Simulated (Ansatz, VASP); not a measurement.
**ZnSe in VASP and in Ansatz**

```xyz
8
Lattice="6.5392 0.0000 0.0000 0.0000 6.5392 0.0000 0.0000 0.0000 3.5698" Properties=species:S:1:pos:R:3 pbc="T T T"
Zn    4.3763    4.3763    1.7849
Zn    1.1067    5.4325    0.8925
Zn    2.1629    2.1629    0.0000
Zn    5.4325    1.1067    2.6774
Se    5.4325    5.4325    0.0000
Se    2.1629    4.3763    2.6774
Se    1.1067    1.1067    1.7849
Se    4.3763    2.1629    0.8925
```

Alike in both runs: task single point; functional PBE; k mesh 4 × 4 × 6; occupations gaussian, width 0.1 eV; no spin polarisation.

|  | VASP | Ansatz |
| --- | --- | --- |
| version | VASP 6.6.1 | Ansatz 0.2.0 |
| potentials or method | VASP PAW PBE potentials, release 64 (Zn, Se), cutoff 520 eV | scalar-relativistic, plane waves, PAW |
| valence electrons in the cell | 72 | 112 |

|  | VASP | Ansatz | Ansatz less VASP |
| --- | --- | --- | --- |
| gap on the k mesh at the Fermi level (eV) | 1.61 | 1.61 | -0.004 |
| least direct gap on the mesh (eV) | 1.83 | 1.82 | -0.006 |
| pressure (GPa) | 17.9 | 17.5 | -0.43 |
| traceless stress, the component that is largest in VASP (GPa) | 4.32 | 4.24 | -0.078 |
| rms of the force components (eV/Å) | 0.110 | 0.107 | -0.0029 |

Atom by atom the forces differ by 0.003 eV/Å (rms over components). The functional is the same, so the differences come from potentials, cutoffs and numerics. VASP's potentials hold 72 valence electrons a cell and Ansatz's 112, so a difference there can come from the potentials and not from the codes.
